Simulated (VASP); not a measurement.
# MgB2 in VASP: single point with PBE

Aim: the single point of MgB2 with PBE.

Program: VASP 6.6.1. These are calculated values, not measurements. Logs are shortened: lines on timing, memory, paths and dates and some standing lists are left out, and cuts for length are marked.

**1. The cell of the first run**

The cell holds a slab with vacuum, 18 atoms: a = 3.085 Å, b = 4.683 Å, c = 31.354 Å, α = 90.00°, β = 90.00°, γ = 109.23°.

**2. Single point, PBE**

Contents of INCAR:

```
SYSTEM = MgB2
PREC = Accurate
ENCUT = 520
EDIFF = 1E-6
ISMEAR = 0
SIGMA = 0.1
LREAL = Auto
LASPH = .TRUE.
NELM = 60
ALGO = Normal
ISIF = 2
LWAVE = .FALSE.
LCHARG = .TRUE.
LDIPOL = .TRUE.
IDIPOL = 3
DIPOL = 0.5 0.5 0.500
GGA = PE
LELF = .TRUE.
LVHAR = .TRUE.
LVACPOTAV = .TRUE.
ISYM = 0
NBANDS = 39
```

Contents of KPOINTS:

```
regular mesh
0
G
  9 6 1
  0 0 0
```

Contents of POSCAR:

```
MgB2
1.0
    3.0850007100     -0.0000000017      0.0000000000
   -1.5425003525      4.4214761109      0.0000000000
    0.0000000000      0.0000000000     31.3535057326
B Mg
12 6
Direct
    0.4021338950      0.8042677900      0.3189436003
    0.9629874550      0.9259749100      0.3415756467
    0.0846945750      0.1693891500      0.3868397490
    0.6455481350      0.2910962700      0.4094717955
    0.7672552500      0.5345105000      0.4547358977
    0.3281088100      0.6562176200      0.4773679535
    0.4483866023      0.8965395316      0.5226256711
    0.0079654601      0.0155631411      0.5453233117
    0.1297368141      0.2587047618      0.5921326291
    0.6818276922      0.3627302733      0.6129780441
    0.8024179478      0.6019915183      0.6654225966
    0.3494601021      0.6962602646      0.6761241540
    0.6825606750      0.3651213500      0.3302596235
    0.3651213550      0.7302427100      0.3981557722
    0.0476820300      0.0953640600      0.4660519210
    0.7279820625      0.4556773811      0.5335094833
    0.4076594271      0.8147536832      0.5997411511
    0.0779227551      0.1533751537      0.6703851748
```

Potentials or basis: VASP PAW PBE potentials, release 64 (B, Mg).

Command:

```
> cat potpaw_PBE.64/B/POTCAR potpaw_PBE.64/Mg/POTCAR > POTCAR
> mpirun -np 1 vasp_std > vasp.out
```

OUTCAR:

```text
SYSTEM = MgB2
   PREC = Accurate
   ENCUT = 520
   EDIFF = 1E-6
   ISMEAR = 0
   LREAL = Auto
   LASPH = .TRUE.
   NELM = 60
   ISIF = 2
   GGA = PE
   ISYM = 0

 ion  position               nearest neighbor table
   1  0.402  0.804  0.319-   2 1.78   2 1.78  14 2.51  13 2.51  13 2.51  13 2.51
   2  0.963  0.926  0.342-   1 1.78   1 1.78   3 1.78  13 2.51  13 2.51  14 2.51  14 2.51  13 2.51

   3  0.085  0.169  0.387-   4 1.78   4 1.78   2 1.78  15 2.51  14 2.51  14 2.51  13 2.51  13 2.51
                            14 2.51
   4  0.646  0.291  0.409-   3 1.78   3 1.78   5 1.78  13 2.51  14 2.51  14 2.51  14 2.51  15 2.51
                            15 2.51
   5  0.767  0.535  0.455-   4 1.78   6 1.78   6 1.78  16 2.49  15 2.51  15 2.51  15 2.51  14 2.51
                            14 2.51
   6  0.328  0.656  0.477-   7 1.77   5 1.78   5 1.78  16 2.50  16 2.50  15 2.51  15 2.51  15 2.51
                            14 2.51
   7  0.448  0.897  0.523-   6 1.77   8 1.78   8 1.78  17 2.44  16 2.50  16 2.51  16 2.51  15 2.51
                            15 2.51
   8  0.008  0.016  0.545-   7 1.78   7 1.78   9 1.82  17 2.47  17 2.47  16 2.50  15 2.51  16 2.51
                            16 2.51
   9  0.130  0.259  0.592-  10 1.74  10 1.74   8 1.82  17 2.47  18 2.50  17 2.51  17 2.51  16 2.55
                            16 2.55
  10  0.682  0.363  0.613-   9 1.74   9 1.74  11 1.96  17 2.46  16 2.53  18 2.54  18 2.55  17 2.56
                            17 2.56
  11  0.802  0.602  0.665-  12 1.63  12 1.63  10 1.96  18 2.44  18 2.52  18 2.52  17 2.74  17 2.74

  12  0.349  0.696  0.676-  11 1.63  11 1.63  18 2.41  17 2.45  18 2.55  18 2.55
  13  0.683  0.365  0.330-   4 2.51   1 2.51   2 2.51   1 2.51   2 2.51   3 2.51   3 2.51   1 2.51
                             2 2.51  14 3.09  14 3.09  14 3.52
  14  0.365  0.730  0.398-   1 2.51   3 2.51   3 2.51   4 2.51   4 2.51   2 2.51   2 2.51   3 2.51
                             4 2.51   5 2.51   5 2.51   6 2.51  15 3.09  15 3.09  13 3.09  13 3.09
  15  0.048  0.095  0.466-   3 2.51   5 2.51   5 2.51   5 2.51   4 2.51   4 2.51   6 2.51   6 2.51
                             6 2.51   7 2.51   7 2.51   8 2.51  16 3.06  16 3.06  14 3.09  14 3.09
  16  0.728  0.456  0.534-   5 2.49   7 2.50   6 2.50   6 2.50   8 2.50   7 2.51   7 2.51   8 2.51
                             8 2.51  10 2.53   9 2.55   9 2.55  17 3.03  17 3.04  15 3.06  15 3.06
  17  0.408  0.815  0.600-   7 2.44  12 2.45  10 2.46   8 2.47   8 2.47   9 2.47   9 2.51   9 2.51
                            10 2.56  10 2.56  11 2.74  11 2.74  16 3.03  16 3.04  18 3.09  18 3.09
  18  0.078  0.153  0.670-  12 2.41  11 2.44   9 2.50  11 2.52  11 2.52  10 2.54  10 2.55  12 2.55
                            12 2.55  17 3.09  17 3.09

IMPORTANT INFORMATION: All symmetrisations will be switched off!
NOSYMM: (Re-)initialisation of all symmetry stuff for point group C_1.

----------------------------------------------------------------------------------------

                                     Primitive cell

  volume of cell :     427.6699

  direct lattice vectors                    reciprocal lattice vectors
     3.085000710 -0.000000002  0.000000000     0.324149034  0.113084406  0.000000000
    -1.542500353  4.421476111  0.000000000     0.000000000  0.226168812  0.000000000
     0.000000000  0.000000000 31.353505733     0.000000000  0.000000000  0.031894360

  length of vectors
     3.085000710  4.682815215 31.353505733     0.343308431  0.226168812  0.031894360

  position of ions in fractional coordinates (direct lattice)
     0.402133895  0.804267790  0.318943600
     0.962987455  0.925974910  0.341575647
     0.084694575  0.169389150  0.386839749
     0.645548135  0.291096270  0.409471795
     0.767255250  0.534510500  0.454735898
     0.328108810  0.656217620  0.477367953
[... 10 lines left out ...]
     0.407659427  0.814753683  0.599741151
     0.077922755  0.153375154  0.670385175

  ion indices of the primitive-cell ions
   primitive index   ion index
                 1           1
                 2           2
                 3           3
                 4           4
                 5           5
                 6           6
[... 10 lines left out ...]
                17          17
                18          18

----------------------------------------------------------------------------------------

 KPOINTS: regular mesh

Automatic generation of k-mesh.
 Grid dimensions read from file:
 generate k-points for:    9    6    1

 Generating k-lattice:

[... 27 lines left out ...]
|                                                                             |
 -----------------------------------------------------------------------------

 WARNING: IBZKPT: internal override: KBLOWUP is changed to .FALSE.
      ... skipping the blow-up phase ...

 Subroutine IBZKPT returns following result:
 ===========================================

 Found     28 irreducible k-points:

 Following reciprocal coordinates:
            Coordinates               Weight
  0.000000  0.000000  0.000000      1.000000
  0.111111  0.000000  0.000000      2.000000
  0.222222  0.000000  0.000000      2.000000
  0.333333  0.000000  0.000000      2.000000
  0.444444  0.000000  0.000000      2.000000
  0.000000  0.166667  0.000000      2.000000
[... 16 lines left out ...]
 -0.111111  0.333333  0.000000      2.000000
  0.000000  0.500000  0.000000      1.000000
 [... further k-points ...]
   k-points           NKPTS =     28   k-points in BZ     NKDIM =     28   number of bands    NBANDS=     39
   number of dos      NEDOS =    301   number of ions     NIONS =     18
   total plane-waves  NPLWV = 207360
   dimension x,y,z NGX =    24 NGY =   36 NGZ =  240
   dimension x,y,z NGXF=    48 NGYF=   72 NGZF=  480
   ions per type =              12   6
   NGX,Y,Z   is equivalent  to a cutoff of  12.93, 12.78, 12.73 a.u.
   NGXF,Y,Z  is equivalent  to a cutoff of  25.87, 25.56, 25.45 a.u.
 SYSTEM =  MgB2
   PREC   = accura    normal or accurate (medium, high low for compatibility)
   ISTART =      0    job   : 0-new  1-cont  2-samecut
   ICHARG =      2    charge: 1-file 2-atom 10-const
   ISPIN  =      1    spin polarized calculation?
   LNONCOLLINEAR =      F non collinear calculations
   LSORBIT =      F    spin-orbit coupling
   LASPH  =      T    aspherical Exc in radial PAW
   ENCUT  =  520.0 eV  38.22 Ry    6.18 a.u.   5.74  8.71 58.30*2*pi/ulx,y,z
   NELM   =     60;   NELMIN=  2; NELMDL= -5     # of ELM steps
   EDIFF  = 0.1E-05   stopping-criterion for ELM
   LREAL  =      T    real-space projection
   EDIFFG = 0.1E-04   stopping-criterion for IOM
   NSW    =      0    number of steps for IOM
   IBRION =     -1    ionic relax: 0-MD 1-quasi-New 2-CG
   NFREE  =      0    steps in history (QN), initial steepest desc. (CG)
   ISIF   =      2    stress and relaxation
   ISYM   =      0    0-nonsym 1-usesym 2-fastsym
   POTIM  = 0.5000    time-step for ionic-motion
   TEBEG  =    0.0;   TEEND  =   0.0 temperature during run
   PSTRESS=    0.0 pullay stress
   NELECT =      48.0000    total number of electrons
   NUPDOWN=      -1.0000    fix difference up-down
   EMIN   =  10.00;   EMAX   =-10.00  energy-range for DOS
   EFERMI =   0.00;   METHOD = LEGACY
   ISMEAR =     0;   SIGMA  =   0.10  broadening in eV -4-tet -1-fermi 0-gaus
   EFERMI_NEDOS =   21; number of points for ismear=-14 and -15
   IALGO  =     38    algorithm
   IMIX   =      4    mixing-type and parameters
     AMIX     =   0.40;   BMIX     =  1.00
     AMIX_MAG =   1.60;   BMIX_MAG =  1.00
  volume/ion in A,a.u.               =      23.76       160.34
  Fermi-wavevector in a.u.,A,eV,Ry     =   0.789682  1.492283  8.484566  0.623598
  Thomas-Fermi vector in A             =   1.894873
   LORBIT       =      0    0 simple, 1 ext, 2 COOP (PROOUT), +10 PAW based schemes
   GGA     = PE    functional components
   LHFCALC =     F    Hartree Fock is set to
   AEXX    =    0.0000 exact exchange contribution
   IVDW    =     0    specifies the selected vdW correction
   LEPSILON=     F    determine dielectric tensor
   LRPA    =     F    only Hartree local field effects (RPA)
 non-spin polarized calculation
 Gauss-broadening in eV      SIGMA  =   0.10
  energy-cutoff  :      520.00
  volume of cell :      427.67
 maximum number of plane-waves:     11568
   NGX = 11   NGY = 17   NGZ =117

 dipolmoment           0.000000      0.000000      0.257019 electrons x Angstroem

 number of electron      48.0000000 magnetization

 dipolmoment           0.000000      0.000000     -0.046686 electrons x Angstroem

 Free energy of the ion-electron system (eV)
  ---------------------------------------------------
  ext. energy  EPLUGINS =         0.00000000
  ---------------------------------------------------
  free energy    TOTEN  =       -88.39507661 eV

  energy without entropy =      -88.37047296  energy(sigma->0) =      -88.38277479

 E-fermi :  -0.0392     XC(G=0):  -5.0518

 val. band max:       -0.0576032256   @ k =  -0.2222   0.3333   0.0000
 cond. band min:      -0.0231767126   @ k =  -0.4444   0.3333   0.0000
 fundamental gap:      0.0344265131
 Fermi energy:        -0.0391797415

 k-point     1 :       0.0000    0.0000    0.0000
  band No.  band energies     occupation
      1     -12.4455      2.00000
      2     -12.0746      2.00000
      3     -11.3317      2.00000
      4     -10.3689      2.00000
      5      -9.2564      2.00000
      6      -8.1241      2.00000
[... 925 lines left out ...]
     35       5.2532      0.00000
     36       5.3900      0.00000

 [... further k-points ...]

 [bands above 36 left out]

------------------------ aborting loop because EDIFF is reached ----------------------------------------

  FORCE on cell =-STRESS in cart. coord.  units (eV):
  Direction    XX          YY          ZZ          XY          YZ          ZX
  --------------------------------------------------------------------------------------
  -------------------------------------------------------------------------------------
  Total       -2.3395513     -4.5144213     -1.3511315      0.0406735     -1.2009112      0.0080445
  in kB       -8.7646485    -16.9123521     -5.0617366      0.1523748     -4.4989670      0.0301371
  external PRESSURE =     -10.2462457 kB  Pullay stress =       0.0000000 kB

 VOLUME and BASIS-vectors are now :
 -----------------------------------------------------------------------------
  energy-cutoff  :      520.00
  volume of cell :      427.67
      direct lattice vectors                 reciprocal lattice vectors
     3.085000710 -0.000000002  0.000000000     0.324149034  0.113084406  0.000000000
    -1.542500353  4.421476111  0.000000000     0.000000000  0.226168812  0.000000000
     0.000000000  0.000000000 31.353505733     0.000000000  0.000000000  0.031894360

 POSITION                                       TOTAL-FORCE (eV/Angst)
 -----------------------------------------------------------------------------------
      0.00000      3.55605     10.00000         0.010935      0.800264      2.365169
      1.54250      4.09418     10.70959        -0.009155     -0.742112     -2.362996
      0.00000      0.74895     12.12878        -0.008842      0.432224      0.609650
      1.54250      1.28708     12.83838         0.005407     -0.361527     -0.284703
      1.54250      2.36333     14.25756        -0.011151     -0.017663     -0.060215
      0.00000      2.90145     14.96716         0.013614     -0.024704     -0.006355
[... 10 lines left out ...]
      0.00087      3.60241     18.80399        -0.001047     -0.000240     -0.003050
      0.00381      0.67814     21.01893        -0.001463     -0.004640     -0.011846
 -----------------------------------------------------------------------------------
    total drift:                               -0.000245      0.003831     -0.003323

  FREE ENERGIE OF THE ION-ELECTRON SYSTEM (eV)
  ---------------------------------------------------
  free  energy   TOTEN  =       -88.3950766072 eV

  energy  without entropy=      -88.3704729649  energy(sigma->0) =      -88.38277479

 vacuum level on the upper side and lower side of the slab         3.541         4.161
```

It took 27 min on 1 thread of Intel Xeon 8259CL, shared host; peak memory 0.64 GiB.

What came out:

- Free energy: -88.3951 eV
- Largest force: 2.497 eV/Å
- Band gap on the k mesh: zero (bands 24 and 25 overlap by 1.29 eV)

Forces on the atoms (eV/Å):
```
B    0.011  0.800  2.365
B   -0.009 -0.742 -2.363
B   -0.009  0.432  0.610
B    0.005 -0.362 -0.285
B   -0.011 -0.018 -0.060
B    0.014 -0.025 -0.006
B    0.000  0.000  0.005
B    0.000 -0.007 -0.003
B   -0.002  0.013  0.006
B    0.007  0.001 -0.005
B    0.011 -0.010 -0.006
B   -0.013  0.010  0.003
Mg  -0.001  0.048 -0.436
Mg   0.000 -0.094  0.173
Mg  -0.001 -0.045  0.021
Mg   0.001  0.002 -0.003
Mg  -0.001  0.000 -0.003
Mg  -0.001 -0.005 -0.012
```
